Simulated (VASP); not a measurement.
Runs of VASP 6.6.1 on BN. The structure is that of space group F-43m (No. 216), or close to it. The cells are those of the table. 

| task | cell | gap on the mesh (eV) | pressure (GPa) |
| --- | --- | --- | --- |
| single point | a = 2.518, b = 2.518, c = 2.480 Å, angles 60.5, 60.5, 59.0°, 2 atoms | (b) | 29.5 |
| electric field gradients | a = 2.569, b = 2.569, c = 2.556 Å, angles 60.2, 60.2, 59.7°, 2 atoms | 4.43 | -0.5 |
| single point | a = 2.543, b = 2.543, c = 2.531 Å, angles 60.2, 60.2, 59.7°, 2 atoms | 4.47 | 11.3 |
| electric field gradients | a = 2.582 Å, angles 58.7°, 2 atoms | 4.47 | 3.8 |
| single point | a = 2.569, b = 2.569, c = 2.582 Å, angles 59.8, 59.8, 60.3°, 2 atoms | (a) | -4.1 |

Alike in all rows: level PBE; potentials or basis VASP PAW PBE potentials, release 64 (B, N); no spin polarisation; k mesh 13 × 13 × 13; cutoff (eV) 520; smearing fermi-dirac 0.03 eV.

Question: Fill in the values left out.

Answer: (a) 4.34; (b) 4.31.

A k mesh can miss the band edges.
